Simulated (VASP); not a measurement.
Set up this calculation in VASP 6.6.1, as the native input.

| Quantity | Value |
| --- | --- |
| Task | single point |
| Functional | PBEsol |
| Potentials or basis | VASP PAW PBE potentials, release 64 (Si, C) |
| Cutoff | 520 eV |
| k mesh | 8 × 8 × 6 |
| Occupations | gaussian, width 0.01 eV |
| Spin | no spin polarisation |
| Dipole correction | no |
| Further INCAR settings | ALGO = Normal; EDIFF = 1e-06; NBANDS = 16 |

The structure of SiC lies in POSCAR:

```
SiC
1.0
    3.1372873959      0.0000000000      0.0000000000
   -1.5686436980      2.7169705838      0.0000000000
    0.0000000000      0.0000000000      5.0267861291
Si C
2 2
Direct
    0.3333333333      0.6666666667      0.0033337312
    0.6666666667      0.3333333333      0.5033337312
    0.3333333333      0.6666666667      0.3816662688
    0.6666666667      0.3333333333      0.8816662688
```

This cell differs from its parent crystal: in-plane strain +0.02, then relaxed in part.

These files were run (other wordings do the same):

INCAR

```
SYSTEM = SiC
  ALGO = Normal
  EDIFF = 1E-6
  ENCUT = 520
  GGA = PS
  ISIF = 2
  ISMEAR = 0
  LASPH = .True.
  LCHARG = .False.
  LREAL = .False.
  LWAVE = .False.
  NBANDS = 16
  NELM = 100
  PREC = Accurate
  SIGMA = 0.01
```

KPOINTS

```
k-points
0
Gamma
  8 8 6
  0 0 0
```

Potentials or basis: VASP PAW PBE potentials, release 64 (Si, C).

Run with:

```bash
$ cat potpaw_PBE.64/Si/POTCAR potpaw_PBE.64/C/POTCAR > POTCAR
$ mpirun -np 1 vasp_std > vasp.out
```

It gave:

The pressure is -7.0 GPa. The band gap on the k mesh is 2.37 eV (least direct gap 3.59 eV).

Caveat: the cell differs from its parent crystal (in-plane strain +0.02, then relaxed in part); the stress differs along the axes, from -11 to 0 GPa; the PAW data sets were made with another functional, which shifts forces and pressure a little.

It took 34 s on 1 thread of Intel Xeon 8259CL (shared host), peak memory 0.16 GiB.
